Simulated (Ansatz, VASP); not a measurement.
## Two plane-wave programs on BN

```xyz
4
Lattice="2.5539 -0.0128 0.0000 -1.2880 2.2182 0.0000 0.0000 0.0000 4.2269" Properties=species:S:1:pos:R:3 pbc="T T T"
B     1.2733    0.7309    4.2257
B    -0.0074    1.4745    2.1123
N     1.2733    0.7309    2.6430
N    -0.0074    1.4745    0.5295
```

Change from the starting cell: strain -0.0100 x Voigt [0, 0, 0, 0, 0, 1], atoms carried along.

Alike in both runs: task single point; functional PBE; k mesh 12 × 12 × 6; occupations gaussian, width 0.05 eV; no spin polarisation.

|  | VASP | Ansatz |
| --- | --- | --- |
| version | VASP 6.6.1 | Ansatz 0.2.0 |
| potentials or method | VASP PAW PBE potentials, release 64 (B, N), cutoff 520 eV | scalar-relativistic, plane waves, PAW |
| valence electrons in the cell | 16 | 16 |

VASP gave:

| Property | Result |
| --- | --- |
| gap on the k mesh at the Fermi level (eV) | 5.17 |
| least direct gap on the mesh (eV) | 8.20 |
| pressure (GPa) | 0.2 |
| traceless stress, the component that is largest in VASP (GPa) | 4.09 |
| rms of the force components (eV/Å) | 0.021 |

Problem. Estimate Ansatz's values.

Solution. gap on the k mesh at the Fermi level (eV): 5.18; least direct gap on the mesh (eV): 8.21; pressure (GPa): 0.0; traceless stress, the component that is largest in VASP (GPa): 4.07; rms of the force components (eV/Å): 0.021.

Atom by atom the forces differ by 0.002 eV/Å (rms over components).
